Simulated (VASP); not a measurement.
Set up this calculation in VASP 6.6.1, as the native input.

* Task: single point
* Functional: PBE
* Potentials or basis: VASP PAW PBE potentials, release 64 (Zr_sv, Ti_sv, B)
* Cutoff: 520 eV
* k mesh: 6 × 10 × 6
* Occupations: gaussian, width 0.1 eV
* Spin: no spin polarisation
* Dipole correction: no
* Further INCAR settings: ALGO = Normal; EDIFF = 1e-06; NBANDS = 40

The structure of Zr3TiB4 lies in POSCAR:

```
Zr3TiB4
1.0
    4.9583410192      0.0000000000      0.0053119402
    0.0000000000      3.2036562828      0.0000000000
   -0.1311179048      0.0000000000      6.4917288791
Zr Ti B
3 1 4
Direct
    0.8763407286      0.5000000000      0.1707469970
    0.6315012058      0.5000000000      0.6816177639
    0.3756717063      0.0000000000      0.3249617755
    0.1352564496      0.0000000000      0.8162684092
    0.5702930543      0.0000000000      0.9712082123
    0.3969986206      0.5000000000      0.0226495880
    0.0958322673      0.5000000000      0.5350536835
    0.9181059674      0.0000000000      0.4774935705
```

One way to write it, as run:

INCAR

```
PREC     = Accurate       # precision mode
ENCUT    = 520            # plane-wave cutoff, eV
EDIFF    = 1E-6           # SCF threshold, eV
ISMEAR   = 0              # smearing method
SIGMA    = 0.1            # smearing width, eV
LREAL    = False          # projectors in reciprocal space
LASPH    = True           # aspherical terms in the spheres
NELM     = 100            # most SCF steps
ALGO     = Normal         # electronic algorithm
ISIF     = 2              # what is computed and relaxed
LWAVE    = False          # write WAVECAR
LCHARG   = False          # write CHGCAR
GGA      = PE             # functional
NBANDS   = 40             # bands
```

KPOINTS

```
regular mesh
0
Gamma
  6 10 6
```

Potentials or basis: VASP PAW PBE potentials, release 64 (Zr_sv, Ti_sv, B).

Run with:

```console
$ cat potpaw_PBE.64/Zr_sv/POTCAR potpaw_PBE.64/Ti_sv/POTCAR potpaw_PBE.64/B/POTCAR > POTCAR
$ mpirun -np 1 vasp_std > vasp.out
```

It gave:

```json
{
 "Pressure": "0.1 GPa",
 "Largest force": "0.008 eV/Å",
 "Band gap on the k mesh": "zero (bands 30 and 31 overlap by 1.55 eV)"
}
```

Run time: 3.8 min on 1 thread of Intel(R) Xeon(R) 6975P-C (Granite Rapids) (shared host), peak memory 0.51 GiB.
